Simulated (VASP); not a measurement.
# NaCl (Fm-3m) in VASP: further runs

NaCl is run at these levels: HSE06, PBE, LDA, PBEsol; tasks: single point.

Program: VASP 6.6.1. These are calculated values, not measurements. Logs are shortened: lines on timing, memory, paths and dates and some standing lists are left out, and cuts for length are marked.

## 1. The cell of the first run

The structure is cubic, space group Fm-3m (No. 225). Conventional cell: a = 5.605 Å, b = 5.605 Å, c = 5.605 Å, α = 90.00°, β = 90.00°, γ = 90.00°. Na (site symmetry m-3m) has 6 Cl at 2.80 Å within 3.7 Å. Within 3.7 Å of Cl (site symmetry m-3m) lie 6 Na at 2.80 Å.

## 2. Single point, HSE06

Contents of POSCAR:

```
NaCl
1.0
    0.0000000000      2.8026988303      2.8026988303
    2.8026988303      0.0000000000      2.8026988303
    2.8026988303      2.8026988303      0.0000000000
Na Cl
1 1
Direct
    0.0000000000      0.0000000000      0.0000000000
    0.5000000000      0.5000000000      0.5000000000
```

Contents of INCAR.step1:

```
PREC = Accurate ; ENCUT = 520
EDIFF = 1E-5 ; ISMEAR = 0
SIGMA = 0.01 ; LREAL = False
LASPH = True ; NELM = 60
ALGO = Normal ; ISIF = 2
LWAVE = True ; LCHARG = False
NBANDS = 14 ; GGA = PE
```

Contents of INCAR.step2:

```
PREC = Accurate ; ENCUT = 520
EDIFF = 1E-6 ; ISMEAR = 0
SIGMA = 0.01 ; LREAL = False
LASPH = True ; NELM = 60
ALGO = Normal ; ISIF = 2
LWAVE = False ; LCHARG = False
GGA = PE ; LHFCALC = True
HFSCREEN = 0.2079 ; PRECFOCK = Normal
NBANDS = 14 ; ISTART = 1
```

Contents of KPOINTS:

```
Automatic mesh
0
Gamma
  6 6 6
```

Potentials or basis: VASP PAW PBE potentials, release 64 (Na_pv, Cl).

Launch:

```console
$ cat potpaw_PBE.64/Na_pv/POTCAR potpaw_PBE.64/Cl/POTCAR > POTCAR
$ cp INCAR.step1 INCAR
$ mpirun -np 1 vasp_std > vasp.out
$ cp INCAR.step2 INCAR
$ mpirun -np 1 vasp_std > vasp.out
```

OUTCAR:

```text
PREC = Accurate
   ENCUT = 520
   EDIFF = 1E-6
   ISMEAR = 0
   LREAL = False
   LASPH = True
   NELM = 60
   ISIF = 2
   GGA = PE
   LHFCALC = True
   HFSCREEN = 0.2079
   PRECFOCK = Normal
   ISTART = 1

 ion  position               nearest neighbor table
   1  0.000  0.000  0.000-
   2  0.500  0.500  0.500-

  LATTYP: Found a face centered cubic cell.
 ALAT       =     5.6053976606

  Lattice vectors:

 A1 = (   0.0000000000,   2.8026988303,   2.8026988303)
 A2 = (   2.8026988303,   0.0000000000,   2.8026988303)
 A3 = (   2.8026988303,   2.8026988303,   0.0000000000)

Analysis of symmetry for initial positions (statically):
=====================================================================
 Subroutine PRICEL returns:
 Original cell was already a primitive cell.

 Routine SETGRP: Setting up the symmetry group for a
 face centered cubic supercell.

 Subroutine GETGRP returns: Found 48 space group operations
 (whereof 48 operations were pure point group operations)
 out of a pool of 48 trial point group operations.

The static configuration has the point symmetry O_h .

Analysis of symmetry for dynamics (positions and initial velocities):
=====================================================================
 Subroutine PRICEL returns:
 Original cell was already a primitive cell.

 Routine SETGRP: Setting up the symmetry group for a
 face centered cubic supercell.

 Subroutine GETGRP returns: Found 48 space group operations
 (whereof 48 operations were pure point group operations)
 out of a pool of 48 trial point group operations.

The dynamic configuration has the point symmetry O_h .

 Subroutine INISYM returns: Found 48 space group operations
 (whereof 48 operations are pure point group operations),
 and found     1 'primitive' translations

----------------------------------------------------------------------------------------

                                     Primitive cell

  volume of cell :      44.0311

  direct lattice vectors                    reciprocal lattice vectors
     0.000000000  2.802698830  2.802698830    -0.178399475  0.178399475  0.178399475
     2.802698830  0.000000000  2.802698830     0.178399475 -0.178399475  0.178399475
     2.802698830  2.802698830  0.000000000     0.178399475  0.178399475 -0.178399475

  length of vectors
     3.963614697  3.963614697  3.963614697     0.308996955  0.308996955  0.308996955

  position of ions in fractional coordinates (direct lattice)
     0.000000000  0.000000000  0.000000000
     0.500000000  0.500000000  0.500000000

  ion indices of the primitive-cell ions
   primitive index   ion index
                 1           1
                 2           2

----------------------------------------------------------------------------------------

 KPOINTS: Automatic mesh

Automatic generation of k-mesh.
 Grid dimensions read from file:
 generate k-points for:    6    6    6

 Generating k-lattice:

  Cartesian coordinates                     Fractional coordinates (reciprocal lattice)
    -0.029733246  0.029733246  0.029733246     0.166666667  0.000000000  0.000000000
     0.029733246 -0.029733246  0.029733246     0.000000000  0.166666667  0.000000000
     0.029733246  0.029733246 -0.029733246     0.000000000  0.000000000  0.166666667

  Length of vectors
     0.051499492  0.051499492  0.051499492

  Shift w.r.t. Gamma in fractional coordinates (k-lattice)
     0.000000000  0.000000000  0.000000000

 Subroutine IBZKPT returns following result:
 ===========================================

 Found     16 irreducible k-points:

 Following reciprocal coordinates:
            Coordinates               Weight
  0.000000  0.000000  0.000000      1.000000
  0.166667  0.000000  0.000000      8.000000
  0.333333  0.000000  0.000000      8.000000
  0.500000  0.000000  0.000000      4.000000
  0.166667  0.166667  0.000000      6.000000
  0.333333  0.166667  0.000000     24.000000
[... 8 lines left out ...]
 -0.333333  0.333333  0.166667     24.000000
 -0.333333  0.500000  0.166667     12.000000
   k-points           NKPTS =     16   k-points in BZ     NKDIM =    216   number of bands    NBANDS=     14
   number of dos      NEDOS =    301   number of ions     NIONS =      2
   total plane-waves  NPLWV =  27000
   dimension x,y,z NGX =    30 NGY =   30 NGZ =   30
   dimension x,y,z NGXF=    60 NGYF=   60 NGZF=   60
   ions per type =               1   1
   NGX,Y,Z   is equivalent  to a cutoff of  12.58, 12.58, 12.58 a.u.
   NGXF,Y,Z  is equivalent  to a cutoff of  25.17, 25.17, 25.17 a.u.
 SYSTEM =  unknown system
   PREC   = accura    normal or accurate (medium, high low for compatibility)
   ISTART =      1    job   : 0-new  1-cont  2-samecut
   ICHARG =      0    charge: 1-file 2-atom 10-const
   ISPIN  =      1    spin polarized calculation?
   LNONCOLLINEAR =      F non collinear calculations
   LSORBIT =      F    spin-orbit coupling
   LASPH  =      T    aspherical Exc in radial PAW
   ENCUT  =  520.0 eV  38.22 Ry    6.18 a.u.   7.37  7.37  7.37*2*pi/ulx,y,z
   NELM   =     60;   NELMIN=  2; NELMDL=  0     # of ELM steps
   EDIFF  = 0.1E-05   stopping-criterion for ELM
   LREAL  =      F    real-space projection
   EDIFFG = 0.1E-04   stopping-criterion for IOM
   NSW    =      0    number of steps for IOM
   IBRION =     -1    ionic relax: 0-MD 1-quasi-New 2-CG
   NFREE  =      0    steps in history (QN), initial steepest desc. (CG)
   ISIF   =      2    stress and relaxation
   ISYM   =      3    0-nonsym 1-usesym 2-fastsym
   POTIM  = 0.5000    time-step for ionic-motion
   TEBEG  =    0.0;   TEEND  =   0.0 temperature during run
   PSTRESS=    0.0 pullay stress
   NELECT =      14.0000    total number of electrons
   NUPDOWN=      -1.0000    fix difference up-down
   EMIN   =  10.00;   EMAX   =-10.00  energy-range for DOS
   EFERMI =   0.00;   METHOD = LEGACY
   ISMEAR =     0;   SIGMA  =   0.01  broadening in eV -4-tet -1-fermi 0-gaus
   EFERMI_NEDOS =   21; number of points for ismear=-14 and -15
   IALGO  =     38    algorithm
   IMIX   =      1    mixing-type and parameters
     AMIX     =   0.40;   BMIX     =  1.00
     AMIX_MAG =   1.60;   BMIX_MAG =  1.00
  volume/ion in A,a.u.               =      22.02       148.57
  Fermi-wavevector in a.u.,A,eV,Ry     =   1.117372  2.111527 16.987145  1.248520
  Thomas-Fermi vector in A             =   2.253994
   LORBIT       =      0    0 simple, 1 ext, 2 COOP (PROOUT), +10 PAW based schemes
   GGA     = PE    functional components
   LHFCALC =     T    Hartree Fock is set to
   PRECFOCK=normal    Normal, Fast or Accurate (Low or Medium for compatibility)
   ENCUT4O =  -1.0   cutoff for four orbital integrals eV
   NKREDX  =     1    reduce k-point grid by
   NKREDY  =     1    reduce k-point grid by
   NKREDZ  =     1    reduce k-point grid by
   AEXX    =    0.2500 exact exchange contribution
   HFSCREEN=    0.2079 screening length (either q_TF or 0.3 A-1)
   HFSCREENC=   0.2079 screening length for correlation (either q_TF or 0.3 A-1)
   ENCUTFOCK=  -1.0 apply spherical cutoff to Coloumb kernel
   IVDW    =     0    specifies the selected vdW correction
   LEPSILON=     F    determine dielectric tensor
   LRPA    =     F    only Hartree local field effects (RPA)
 non-spin polarized calculation
 Gauss-broadening in eV      SIGMA  =   0.01
  energy-cutoff  :      520.00
  volume of cell :       44.03
 maximum number of plane-waves:      1243
 NGX is ok and might be reduce to    30
  NGX = 24; NGY = 24; NGZ = 24

 number of electron      14.0000003 magnetization

 Free energy of the ion-electron system (eV)
  ---------------------------------------------------
  ext. energy  EPLUGINS =         0.00000000
  ---------------------------------------------------
  free energy    TOTEN  =        -7.87556421 eV

  energy without entropy =       -7.87556421  energy(sigma->0) =       -7.87556421

 E-fermi :  -1.5559     XC(G=0):  -6.8610

 val. band max:       -1.6181795018   @ k =   0.0000   0.0000   0.0000
 cond. band min:       4.9321381822   @ k =   0.0000   0.0000   0.0000
 fundamental gap:      6.5503176840
 Fermi energy:        -1.5559421784

 k-point     1 :       0.0000    0.0000    0.0000
  band No.  band energies     occupation
      1     -24.4645      2.00000
      2     -24.4645      2.00000
      3     -24.4645      2.00000
      4     -15.5137      2.00000
      5      -1.6182      2.00000
      6      -1.6182      2.00000
      7      -1.6182      2.00000
      8       4.9321      0.00000
      9      11.0226      0.00000
     10      11.0226      0.00000
     11      11.0226      0.00000
     12      13.3739      0.00000
     13      13.3739      0.00000
     14      14.7274      0.00000

 k-point     2 :       0.1667    0.0000    0.0000
  band No.  band energies     occupation
      1     -24.4720      2.00000
      2     -24.4649      2.00000
      3     -24.4649      2.00000
      4     -15.4222      2.00000
      5      -2.2548      2.00000
      6      -1.6951      2.00000
      7      -1.6951      2.00000
      8       5.7705      0.00000
      9      10.1893      0.00000
     10      11.3314      0.00000
     11      11.3314      0.00000
     12      13.0324      0.00000
     13      13.0324      0.00000
     14      16.0201      0.00000

 k-point     3 :       0.3333    0.0000    0.0000
  band No.  band energies     occupation
      1     -24.4870      2.00000
      2     -24.4657      2.00000
      3     -24.4657      2.00000
      4     -15.2307      2.00000
      5      -3.2785      2.00000
      6      -1.8422      2.00000
      7      -1.8422      2.00000
      8       6.8758      0.00000
      9      10.0711      0.00000
     10      11.1667      0.00000
     11      11.1667      0.00000
     12      14.1608      0.00000
     13      14.1608      0.00000
     14      15.3680      0.00000

 k-point     4 :       0.5000    0.0000    0.0000
  band No.  band energies     occupation
      1     -24.4944      2.00000
      2     -24.4661      2.00000
      3     -24.4661      2.00000
      4     -15.1304      2.00000
      5      -3.7197      2.00000
      6      -1.9128      2.00000
      7      -1.9128      2.00000
      8       7.0417      0.00000
      9      10.7813      0.00000
     10      10.9284      0.00000
     11      10.9284      0.00000
     12      15.0710      0.00000
     13      16.4500      0.00000
     14      16.4500      0.00000

 k-point     5 :       0.1667    0.1667    0.0000
  band No.  band energies     occupation
      1     -24.4711      2.00000
      2     -24.4665      2.00000
      3     -24.4665      2.00000
      4     -15.3956      2.00000
      5      -2.2722      2.00000
      6      -1.7996      2.00000
      7      -1.7996      2.00000
      8       6.0553      0.00000
      9       9.6872      0.00000
     10      11.7154      0.00000
     11      11.7154      0.00000
[... 140 lines left out ...]
 k-point    14 :       0.5000    0.3333    0.1667
  band No.  band energies     occupation
      1     -24.4841      2.00000
      2     -24.4733      2.00000
      3     -24.4687      2.00000
      4     -15.1316      2.00000
      5      -3.2076      2.00000
      6      -2.4379      2.00000
      7      -2.0860      2.00000
      8       8.3258      0.00000
      9       8.9922      0.00000
     10       9.7642      0.00000
     11      12.3979      0.00000
     12      13.6998      0.00000
     13      16.2973      0.00000
     14      16.9014      0.00000

 k-point    15 :      -0.3333    0.3333    0.1667
  band No.  band energies     occupation
      1     -24.4847      2.00000
      2     -24.4756      2.00000
      3     -24.4704      2.00000
      4     -15.0735      2.00000
      5      -3.2271      2.00000
      6      -2.6992      2.00000
      7      -2.2043      2.00000
      8       8.7677      0.00000
      9       9.1323      0.00000
     10       9.8962      0.00000
     11      11.9277      0.00000
     12      14.3605      0.00000
     13      15.8839      0.00000
     14      16.9891      0.00000

 k-point    16 :      -0.3333    0.5000    0.1667
  band No.  band energies     occupation
      1     -24.4817      2.00000
      2     -24.4757      2.00000
      3     -24.4741      2.00000
      4     -15.0588      2.00000
      5      -3.2001      2.00000
      6      -2.6229      2.00000
      7      -2.4008      2.00000
      8       8.3290      0.00000
      9       8.6780      0.00000
     10      10.4838      0.00000
     11      12.1668      0.00000
     12      15.4480      0.00000
     13      16.5637      0.00000
     14      16.6011      0.00000

------------------------ aborting loop because EDIFF is reached ----------------------------------------

  FORCE on cell =-STRESS in cart. coord.  units (eV):
  Direction    XX          YY          ZZ          XY          YZ          ZX
  --------------------------------------------------------------------------------------
  -------------------------------------------------------------------------------------
  Total        0.1920239      0.1920239      0.1920239      0.0000000      0.0000000     -0.0000000
  in kB        6.9872545      6.9872545      6.9872545      0.0000000      0.0000000     -0.0000000
  external PRESSURE =       6.9872545 kB  Pullay stress =       0.0000000 kB

 VOLUME and BASIS-vectors are now :
 -----------------------------------------------------------------------------
  energy-cutoff  :      520.00
  volume of cell :       44.03
      direct lattice vectors                 reciprocal lattice vectors
     0.000000000  2.802698830  2.802698830    -0.178399475  0.178399475  0.178399475
     2.802698830  0.000000000  2.802698830     0.178399475 -0.178399475  0.178399475
     2.802698830  2.802698830  0.000000000     0.178399475  0.178399475 -0.178399475

 POSITION                                       TOTAL-FORCE (eV/Angst)
 -----------------------------------------------------------------------------------
      0.00000      0.00000      0.00000         0.000000      0.000000      0.000000
      2.80270      2.80270      2.80270        -0.000000     -0.000000     -0.000000
 -----------------------------------------------------------------------------------
    total drift:                                0.000001      0.000001      0.000001

  FREE ENERGIE OF THE ION-ELECTRON SYSTEM (eV)
  ---------------------------------------------------
  free  energy   TOTEN  =        -7.8755642133 eV

  energy  without entropy=       -7.8755642133  energy(sigma->0) =       -7.87556421
```

It took 6.2 min on 1 thread of Intel Xeon 6975P-C (Granite Rapids), shared host; peak memory 0.28 GiB.

Results:

* Free energy: -7.8756 eV
* Pressure: 0.7 GPa
* Band gap on the k mesh: 6.55 eV

Caveat: the PAW data sets were made with another functional, which shifts forces and pressure a little.

(Part 1 of 2 ends here.)
